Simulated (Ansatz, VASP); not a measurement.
**Two plane-wave programs on Y**

```
CELL_PARAMETERS angstrom
3.56021 0.00000 0.00000
-1.78011 3.08323 0.00000
0.00000 0.00000 5.89109
ATOMIC_POSITIONS crystal
Y 0.33333 0.66667 0.25000
Y 0.66667 0.33333 0.75000
```

Change from the starting cell: strain -0.025 along x and y, +0.025 along z, atoms carried along.

Alike in both runs: task single point; functional PBEsol; k mesh 18 × 18 × 8; occupations gaussian, width 0.15 eV; no spin polarisation.

|  | VASP | Ansatz |
| --- | --- | --- |
| version | VASP 6.6.1 | Ansatz 0.2.0 |
| potentials or method | VASP PAW PBE potentials, release 64 (Y_sv), cutoff 520 eV | scalar-relativistic, plane waves, PAW |
| valence electrons in the cell | 22 | 22 |

VASP gave:

```
gap on the k mesh at the Fermi level (eV)                     : none
pressure (GPa)                                                : -1.4
traceless stress, the component that is largest in VASP (GPa) : -2.18
```

Question: Which values does Ansatz return?

Answer: gap on the k mesh at the Fermi level (eV): none; pressure (GPa): -1.3; traceless stress, the component that is largest in VASP (GPa): -2.19.

VASP's potentials were made for PBE, not for PBEsol. A gap of «none» marks a metal or a gap that the smearing closes. With one functional, cell and mesh, what is left measures potentials, basis and numerics.
